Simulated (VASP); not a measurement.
Runs of VASP 6.6.1 on Sr2SO. The structure is that of space group P4/mmm (No. 123), or close to it. The cells are those of the table. 

```tsv
cell	gap on the mesh (eV)	pressure (GPa)
a = 4.043, b = 4.043, c = 6.004 Å, 4 atoms	2.13	(b)
a = 4.245, b = 4.245, c = 5.718 Å, 4 atoms	(c)	-8.1
a = 4.245, b = 4.245, c = 5.432 Å, 4 atoms	(a)	-5.2
a = 3.841, b = 3.841, c = 5.718 Å, 4 atoms	1.95	2.5
```

Alike in all rows: task single point; level LDA; potentials or basis VASP PAW LDA potentials, release 64 (Sr_sv, S, O); no spin polarisation; k mesh 8 × 8 × 6; cutoff (eV) 520; smearing gaussian 0.05 eV.

Question: Estimate the missing entries.

Answer: (a) 2.04; (b) -6.4; (c) 2.18.

A k mesh can miss the band edges, and the runs leave out spin-orbit coupling on Sr.
